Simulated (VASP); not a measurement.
# Cd (P6_3/mmc) in VASP: notebook

The runs below take Cd through single point, with PBEsol.

Everything below comes from runs of VASP 6.6.1. Logs are shortened: lines on timing, memory, paths and dates and some standing lists are left out, and cuts for length are marked.

## (1) The cell of the first run

It takes space group P6_3/mmc (No. 194, hexagonal). Conventional cell: a = 2.897 Å, b = 2.897 Å, c = 5.464 Å, α = 90.00°, β = 90.00°, γ = 120.00°. Cd (site symmetry -6m2) has 12 Cd at 2.90 to 3.20 Å within 3.8 Å.

## (2) Single point, PBEsol

Input file INCAR:

```
ALGO     = Normal         # electronic algorithm
EDIFF    = 1E-6           # SCF threshold, eV
ENCUT    = 520            # plane-wave cutoff, eV
GGA      = PS             # functional
ISIF     = 2              # what is computed and relaxed
ISMEAR   = -1             # smearing method
LASPH    = T              # aspherical terms in the spheres
LCHARG   = F              # write CHGCAR
LREAL    = F              # projectors in reciprocal space
LWAVE    = F              # write WAVECAR
NBANDS   = 19             # bands
NELM     = 100            # most SCF steps
PREC     = Accurate       # precision mode
SIGMA    = 0.3            # smearing width, eV
```

Input file KPOINTS:

```
k-points
0
Gamma
  11 11 5
```

Input file POSCAR:

```
Cd
1.0
    2.8972156768      0.0000000000      0.0000000000
   -1.4486078384      2.5090622843      0.0000000000
    0.0000000000      0.0000000000      5.4636636196
Cd
2
Direct
    0.3333333333      0.6666666667      0.2500000000
    0.6666666667      0.3333333333      0.7500000000
```

Potentials or basis: VASP PAW PBE potentials, release 64 (Cd).

The run is started by

```bash
cat potpaw_PBE.64/Cd/POTCAR > POTCAR
mpirun -np 1 vasp_std > vasp.out
```

OUTCAR:

```text
EDIFF = 1E-6
   ENCUT = 520
   GGA = PS
   ISIF = 2
   ISMEAR = -1
   LASPH = T
   LREAL = F
   NELM = 100
   PREC = Accurate

 ion  position               nearest neighbor table
   1  0.333  0.667  0.250-   2 3.20   2 3.20   2 3.20   2 3.20   2 3.20   2 3.20
   2  0.667  0.333  0.750-   1 3.20   1 3.20   1 3.20   1 3.20   1 3.20   1 3.20

  LATTYP: Found a hexagonal cell.
 ALAT       =     2.8972156768
 C/A-ratio  =     1.8858325472

  Lattice vectors:

 A1 = (   2.8972156768,   0.0000000000,   0.0000000000)
 A2 = (  -1.4486078384,   2.5090622843,   0.0000000000)
 A3 = (   0.0000000000,   0.0000000000,   5.4636636196)

Analysis of symmetry for initial positions (statically):
=====================================================================
 Subroutine PRICEL returns:
 Original cell was already a primitive cell.

 Routine SETGRP: Setting up the symmetry group for a
 hexagonal supercell.

 Subroutine GETGRP returns: Found 24 space group operations
 (whereof 12 operations were pure point group operations)
 out of a pool of 24 trial point group operations.

The static configuration has the point symmetry D_3d.
 The point group associated with its full space group is D_6h.

Analysis of symmetry for dynamics (positions and initial velocities):
=====================================================================
 Subroutine PRICEL returns:
 Original cell was already a primitive cell.

 Routine SETGRP: Setting up the symmetry group for a
 hexagonal supercell.

 Subroutine GETGRP returns: Found 24 space group operations
 (whereof 12 operations were pure point group operations)
 out of a pool of 24 trial point group operations.

The dynamic configuration has the point symmetry D_3d.
 The point group associated with its full space group is D_6h.

 Subroutine INISYM returns: Found 24 space group operations
 (whereof 12 operations are pure point group operations),
 and found     1 'primitive' translations

----------------------------------------------------------------------------------------

                                     Primitive cell

  volume of cell :      39.7170

  direct lattice vectors                    reciprocal lattice vectors
     2.897215677  0.000000000  0.000000000     0.345158977  0.199277636  0.000000000
    -1.448607838  2.509062284  0.000000000     0.000000000  0.398555272  0.000000000
     0.000000000  0.000000000  5.463663620     0.000000000  0.000000000  0.183027373

  length of vectors
     2.897215677  2.897215597  5.463663620     0.398555261  0.398555272  0.183027373

  position of ions in fractional coordinates (direct lattice)
     0.333333333  0.666666667  0.250000000
     0.666666667  0.333333333  0.750000000

  ion indices of the primitive-cell ions
   primitive index   ion index
                 1           1
                 2           2

----------------------------------------------------------------------------------------

 KPOINTS: k-points

Automatic generation of k-mesh.
 Grid dimensions read from file:
 generate k-points for:   11   11    5

 Generating k-lattice:

  Cartesian coordinates                     Fractional coordinates (reciprocal lattice)
     0.031378089  0.018116149  0.000000000     0.090909091  0.000000000  0.000000000
     0.000000000  0.036232297  0.000000000     0.000000000  0.090909091  0.000000000
     0.000000000  0.000000000  0.036605475     0.000000000  0.000000000  0.200000000

  Length of vectors
     0.036232296  0.036232297  0.036605475

  Shift w.r.t. Gamma in fractional coordinates (k-lattice)
     0.000000000  0.000000000  0.000000000

 Subroutine IBZKPT returns following result:
 ===========================================

 Found     48 irreducible k-points:

 Following reciprocal coordinates:
            Coordinates               Weight
  0.000000  0.000000  0.000000      1.000000
  0.090909 -0.000000  0.000000      6.000000
  0.181818 -0.000000  0.000000      6.000000
  0.272727  0.000000  0.000000      6.000000
  0.363636  0.000000  0.000000      6.000000
  0.454545  0.000000  0.000000      6.000000
[... 16 lines left out ...]
  0.090909  0.090909  0.200000     12.000000
  0.181818  0.090909  0.200000     24.000000
 [... further k-points ...]
   k-points           NKPTS =     48   k-points in BZ     NKDIM =     48   number of bands    NBANDS=     19
   number of dos      NEDOS =    301   number of ions     NIONS =      2
   total plane-waves  NPLWV =  24192
   dimension x,y,z NGX =    24 NGY =   24 NGZ =   42
   dimension x,y,z NGXF=    48 NGYF=   48 NGZF=   84
   ions per type =               2
   NGX,Y,Z   is equivalent  to a cutoff of  13.77, 13.77, 12.78 a.u.
   NGXF,Y,Z  is equivalent  to a cutoff of  27.54, 27.54, 25.56 a.u.
 SYSTEM =  unknown system
   PREC   = accura    normal or accurate (medium, high low for compatibility)
   ISTART =      0    job   : 0-new  1-cont  2-samecut
   ICHARG =      2    charge: 1-file 2-atom 10-const
   ISPIN  =      1    spin polarized calculation?
   LNONCOLLINEAR =      F non collinear calculations
   LSORBIT =      F    spin-orbit coupling
   LASPH  =      T    aspherical Exc in radial PAW
   ENCUT  =  520.0 eV  38.22 Ry    6.18 a.u.   5.39  5.39 10.16*2*pi/ulx,y,z
   NELM   =    100;   NELMIN=  2; NELMDL= -5     # of ELM steps
   EDIFF  = 0.1E-05   stopping-criterion for ELM
   LREAL  =      F    real-space projection
   EDIFFG = 0.1E-04   stopping-criterion for IOM
   NSW    =      0    number of steps for IOM
   IBRION =     -1    ionic relax: 0-MD 1-quasi-New 2-CG
   NFREE  =      0    steps in history (QN), initial steepest desc. (CG)
   ISIF   =      2    stress and relaxation
   ISYM   =      2    0-nonsym 1-usesym 2-fastsym
   POTIM  = 0.5000    time-step for ionic-motion
   TEBEG  =    0.0;   TEEND  =   0.0 temperature during run
   PSTRESS=    0.0 pullay stress
   NELECT =      24.0000    total number of electrons
   NUPDOWN=      -1.0000    fix difference up-down
   EMIN   =  10.00;   EMAX   =-10.00  energy-range for DOS
   EFERMI =   0.00;   METHOD = LEGACY
   ISMEAR =    -1;   SIGMA  =   0.30  broadening in eV -4-tet -1-fermi 0-gaus
   EFERMI_NEDOS =   21; number of points for ismear=-14 and -15
   IALGO  =     38    algorithm
   IMIX   =      4    mixing-type and parameters
     AMIX     =   0.40;   BMIX     =  1.00
     AMIX_MAG =   1.60;   BMIX_MAG =  1.00
  volume/ion in A,a.u.               =      19.86       134.01
  Fermi-wavevector in a.u.,A,eV,Ry     =   1.384054  2.615484 26.063411  1.915607
  Thomas-Fermi vector in A             =   2.508595
   LORBIT       =      0    0 simple, 1 ext, 2 COOP (PROOUT), +10 PAW based schemes
   GGA     = PS    functional components
   LHFCALC =     F    Hartree Fock is set to
   AEXX    =    0.0000 exact exchange contribution
   IVDW    =     0    specifies the selected vdW correction
   LEPSILON=     F    determine dielectric tensor
   LRPA    =     F    only Hartree local field effects (RPA)
 non-spin polarized calculation
  energy-cutoff  :      520.00
  volume of cell :       39.72
 maximum number of plane-waves:      1094
 NGX is ok and might be reduce to    24
   NGX = 11   NGY = 11   NGZ = 21

 number of electron      24.0000009 magnetization

 Free energy of the ion-electron system (eV)
  ---------------------------------------------------
  ext. energy  EPLUGINS =         0.00000000
  ---------------------------------------------------
  free energy    TOTEN  =        -2.42745939 eV

  energy without entropy =       -2.25656432  energy(sigma->0) =       -2.34201186

 E-fermi :   3.4363     XC(G=0): -11.6609

 val. band max:        3.2716021204   @ k =   0.3636   0.1818   0.2000
 cond. band min:       3.4766738830   @ k =   0.0909   0.0909   0.2000
 fundamental gap:      0.2050717625
 Fermi energy:         3.4362993765

 k-point     1 :       0.0000    0.0000    0.0000
  band No.  band energies     occupation
      1      -6.8160      2.00000
      2      -6.5340      2.00000
      3      -6.0151      2.00000
      4      -6.0104      2.00000
      5      -6.0104      2.00000
      6      -5.9475      2.00000
[... 11 lines left out ...]
     18      19.2071      0.00000
     19      19.6208      0.00000

 k-point     2 :       0.0909   -0.0000    0.0000
  band No.  band energies     occupation
      1      -6.7152      2.00000
      2      -6.4022      2.00000
      3      -6.0613      2.00000
      4      -5.9902      2.00000
      5      -5.9206      2.00000
      6      -5.8609      2.00000
[... 11 lines left out ...]
     18      19.0987      0.00000
     19      20.2280      0.00000

 k-point     3 :       0.1818   -0.0000    0.0000
  band No.  band energies     occupation
      1      -6.5646      2.00000
      2      -6.2671      2.00000
      3      -6.1525      2.00000
      4      -5.9293      2.00000
      5      -5.7202      2.00000
      6      -5.6726      2.00000
[... 11 lines left out ...]
     18      17.5298      0.00000
     19      17.9145      0.00000

 k-point     4 :       0.2727    0.0000    0.0000
  band No.  band energies     occupation
      1      -6.6654      2.00000
      2      -6.4220      2.00000
      3      -6.0774      2.00000
      4      -5.9488      2.00000
      5      -5.6697      2.00000
      6      -5.6654      2.00000
[... 11 lines left out ...]
     18      17.2638      0.00000
     19      17.3049      0.00000

 k-point     5 :       0.3636    0.0000    0.0000
  band No.  band energies     occupation
      1      -6.8334      2.00000
      2      -6.6034      2.00000
      3      -6.3633      2.00000
      4      -5.8381      2.00000
      5      -5.7448      2.00000
      6      -5.6645      2.00000
[... 11 lines left out ...]
     18      17.0499      0.00000
     19      17.9345      0.00000

 k-point     6 :       0.4545    0.0000    0.0000
  band No.  band energies     occupation
      1      -6.9389      2.00000
      2      -6.7106      2.00000
      3      -6.5158      2.00000
      4      -5.9336      2.00000
      5      -5.7108      2.00000
      6      -5.6297      2.00000
[... 11 lines left out ...]
     18      16.9304      0.00000
     19      17.1670      0.00000

 k-point     7 :       0.0909    0.0909    0.0000
  band No.  band energies     occupation
      1      -6.5533      2.00000
      2      -6.2762      2.00000
      3      -6.0897      2.00000
      4      -6.0391      2.00000
      5      -5.8146      2.00000
      6      -5.7274      2.00000
[... 11 lines left out ...]
     18      19.0447      0.00000
     19      19.1425      0.00000

 k-point     8 :       0.1818    0.0909    0.0000
  band No.  band energies     occupation
      1      -6.4885      2.00000
      2      -6.2336      2.00000
      3      -6.1430      2.00000
      4      -5.9155      2.00000
      5      -5.8814      2.00000
      6      -5.7002      2.00000
[... 256 lines left out ...]
 k-point    20 :       0.2727    0.0000    0.2000
  band No.  band energies     occupation
      1      -6.6396      2.00000
      2      -6.4440      2.00000
      3      -6.1782      2.00000
      4      -5.9227      2.00000
      5      -5.7824      2.00000
      6      -5.5516      2.00000
[... 11 lines left out ...]
     18      16.9523      0.00000
     19      17.5037      0.00000

 k-point    21 :       0.3636    0.0000    0.2000
  band No.  band energies     occupation
      1      -6.8064      2.00000
      2      -6.6368      2.00000
      3      -6.3841      2.00000
      4      -6.0356      2.00000
      5      -5.6160      2.00000
      6      -5.6002      2.00000
[... 11 lines left out ...]
     18      16.7166      0.00000
     19      16.9331      0.00000

 k-point    22 :       0.4545    0.0000    0.2000
  band No.  band energies     occupation
      1      -6.9109      2.00000
      2      -6.7529      2.00000
      3      -6.5116      2.00000
      4      -6.1130      2.00000
      5      -5.6574      2.00000
      6      -5.4949      2.00000
[... 11 lines left out ...]
     18      16.2608      0.00000
     19      16.9600      0.00000

 k-point    23 :       0.0909    0.0909    0.2000
  band No.  band energies     occupation
      1      -6.5225      2.00000
      2      -6.2847      2.00000
      3      -6.1104      2.00000
      4      -6.0590      2.00000
      5      -5.8336      2.00000
      6      -5.7391      2.00000
[... 11 lines left out ...]
     18      17.6603      0.00000
     19      19.7854      0.00000

 k-point    24 :       0.1818    0.0909    0.2000
  band No.  band energies     occupation
      1      -6.4639      2.00000
      2      -6.2492      2.00000
      3      -6.1557      2.00000
      4      -6.0200      2.00000
      5      -5.8446      2.00000
      6      -5.7419      2.00000
[... 11 lines left out ...]
     18      16.2380      0.00000
     19      18.2855      0.00000

 [... further k-points ...]
[... 5 lines left out ...]
  --------------------------------------------------------------------------------------
  -------------------------------------------------------------------------------------
  Total        1.5687345      1.5687344      0.7459229      0.0000000      0.0000000      0.0000000
  in kB       63.2825274     63.2825228     30.0904235      0.0000000      0.0000000      0.0000000
  external PRESSURE =      52.2184912 kB  Pullay stress =       0.0000000 kB

 VOLUME and BASIS-vectors are now :
 -----------------------------------------------------------------------------
  energy-cutoff  :      520.00
  volume of cell :       39.72
      direct lattice vectors                 reciprocal lattice vectors
     2.897215677  0.000000000  0.000000000     0.345158977  0.199277636  0.000000000
    -1.448607838  2.509062284  0.000000000     0.000000000  0.398555272  0.000000000
     0.000000000  0.000000000  5.463663620     0.000000000  0.000000000  0.183027373

 POSITION                                       TOTAL-FORCE (eV/Angst)
 -----------------------------------------------------------------------------------
     -0.00000      1.67271      1.36592         0.000000     -0.000000      0.000000
      1.44861      0.83635      4.09775        -0.000000      0.000000      0.000000
 -----------------------------------------------------------------------------------
    total drift:                                0.000000     -0.000000      0.000000

  FREE ENERGIE OF THE ION-ELECTRON SYSTEM (eV)
  ---------------------------------------------------
  free  energy   TOTEN  =        -2.4274593946 eV

  energy  without entropy=       -2.2565643198  energy(sigma->0) =       -2.34201186
```

Run time: 11 s. Hardware: 1 thread of Intel Xeon 6975P-C (Granite Rapids), shared host; peak memory 0.17 GiB.

What came out:

```
Free energy            : -2.4275 eV
Pressure               : 5.2 GPa
Band gap on the k mesh : zero (band 12 reaches 5.13 eV, above the bottom of band 13 at 0.45 eV)
```

Stress tensor (GPa, compression positive):
```
6.33 0.00 0.00
0.00 6.33 0.00
0.00 0.00 3.01
```

Levels at points of the mesh, in eV from the Fermi level:
```
           k point  band 8  band 9  band 10  band 11  band 12  band 13  band 14  band 15  band 16  band 17
(0.00, 0.00, 0.00)   -8.81   -8.81    -8.51    -8.51    -3.49    -2.98    11.02    14.79    15.73    15.77
```

Caveat: the PAW data sets were made with another functional, which shifts forces and pressure a little.

## (3) Single point, PBEsol

This run uses another cell than the first one, of 20.72 Å³/atom, 1.043 times its volume.

Input file INCAR:

```
SYSTEM = Cd
PREC = Accurate
ENCUT = 520
EDIFF = 1E-6
ISMEAR = -1
SIGMA = 0.3
LREAL = .FALSE.
LASPH = .TRUE.
NELM = 60
ALGO = Normal
ISIF = 2
LWAVE = .FALSE.
LCHARG = .FALSE.
GGA = PS
NBANDS = 19
```

Input file KPOINTS:

```
regular mesh
0
G
  11 11 5
  0 0 0
```

Input file POSCAR:

```
Cd
1.0
    2.9386100647      0.0000000000      0.0000000000
   -1.4693050324      2.5449108746      0.0000000000
    0.0000000000      0.0000000000      5.5417265037
Cd
2
Direct
    0.3333333333      0.6666666667      0.2500000000
    0.6666666667      0.3333333333      0.7500000000
```

Potentials or basis: VASP PAW PBE potentials, release 64 (Cd).

The run is started by

```bash
cat potpaw_PBE.64/Cd/POTCAR > POTCAR
mpirun -np 1 vasp_std > vasp.out
```

Run time: 11 s. Hardware: 1 thread of Intel Xeon 6975P-C (Granite Rapids), shared host; peak memory 0.17 GiB.

Results (log left out):

| Quantity | Value |
| --- | --- |
| Free energy | -2.4652 eV |
| Pressure | 1.9 GPa |
| Band gap on the k mesh | zero (band 12 reaches 4.76 eV, above the bottom of band 13 at 0.09 eV) |

Stress tensor (GPa, compression positive):
```
2.56 0.00 0.00
0.00 2.56 0.00
0.00 0.00 0.65
```

Levels at points of the mesh, in eV from the Fermi level:
```csv
k point,band 10,band 11,band 12,band 13,band 14,band 15
"(0.00, 0.00, 0.00)",-8.44,-8.44,-3.26,-3.01,10.78,14.63
```

Caveat: the PAW data sets were made with another functional, which shifts forces and pressure a little.

## (4) Single point, PBEsol

This run uses another cell than the first one, of 21.59 Å³/atom, 1.087 times its volume.

Input file INCAR:

```
PREC     = Accurate       # precision mode
ENCUT    = 520            # plane-wave cutoff, eV
EDIFF    = 1E-6           # SCF threshold, eV
ISMEAR   = -1             # smearing method
SIGMA    = 0.3            # smearing width, eV
LREAL    = False          # projectors in reciprocal space
LASPH    = True           # aspherical terms in the spheres
NELM     = 80             # most SCF steps
ALGO     = Normal         # electronic algorithm
ISIF     = 2              # what is computed and relaxed
LWAVE    = False          # write WAVECAR
LCHARG   = False          # write CHGCAR
GGA      = PS             # functional
NBANDS   = 19             # bands
```

Input file KPOINTS:

```
regular mesh
0
Gamma
  11 11 5
```

Input file POSCAR:

```
Cd
1.0
    2.9788700000      0.0000000000      0.0000000000
   -1.4894350000      2.5797770000      0.0000000000
    0.0000000000      0.0000000000      5.6176500000
Cd
2
Direct
    0.3333333333      0.6666666667      0.2500000000
    0.6666666667      0.3333333333      0.7500000000
```

The run is started by

```bash
cat potpaw_PBE.64/Cd/POTCAR > POTCAR
mpirun -np 1 vasp_std > vasp.out
```

It took 10 s on 1 thread of Intel Xeon 6975P-C (Granite Rapids), shared host; peak memory 0.17 GiB.

The run converged. Its results:

| Item | Value |
| --- | --- |
| Free energy | -2.4719 eV |
| Pressure | -0.6 GPa |
| Band gap on the k mesh | zero (band 12 reaches 4.43 eV, above the bottom of band 13 at -0.25 eV) |

Stress tensor (GPa, compression positive):
```
-0.28  0.00  0.00
 0.00 -0.28  0.00
 0.00  0.00 -1.14
```

Levels at points of the mesh, in eV from the Fermi level:
| k point | band 10 | band 11 | band 12 | band 13 | band 14 | band 15 |
| --- | --- | --- | --- | --- | --- | --- |
| (0.00, 0.00, 0.00) | -8.39 | -8.39 | -3.05 | -3.02 | 10.56 | 14.47 |

Caveat: the PAW data sets were made with another functional, which shifts forces and pressure a little.

## (5) Overview

| cell | gap on the mesh (eV) | pressure (GPa) |
| --- | --- | --- |
| a = 2.897, b = 2.897, c = 5.464 Å, angles 90.0, 90.0, 120.0°, 2 atoms | none | 5.2 |
| a = 2.939, b = 2.939, c = 5.542 Å, angles 90.0, 90.0, 120.0°, 2 atoms | none | 1.9 |
| a = 2.979, b = 2.979, c = 5.618 Å, angles 90.0, 90.0, 120.0°, 2 atoms | none | -0.6 |

Alike in all rows: task single point; level PBEsol; potentials or basis VASP PAW PBE potentials, release 64 (Cd); no spin polarisation; k mesh 11 × 11 × 5; cutoff (eV) 520; smearing fermi-dirac 0.3 eV.

Caveats: the PAW data sets were made with another functional, which shifts forces and pressure a little.

Absolute energies hang on the potentials; compare differences alone.
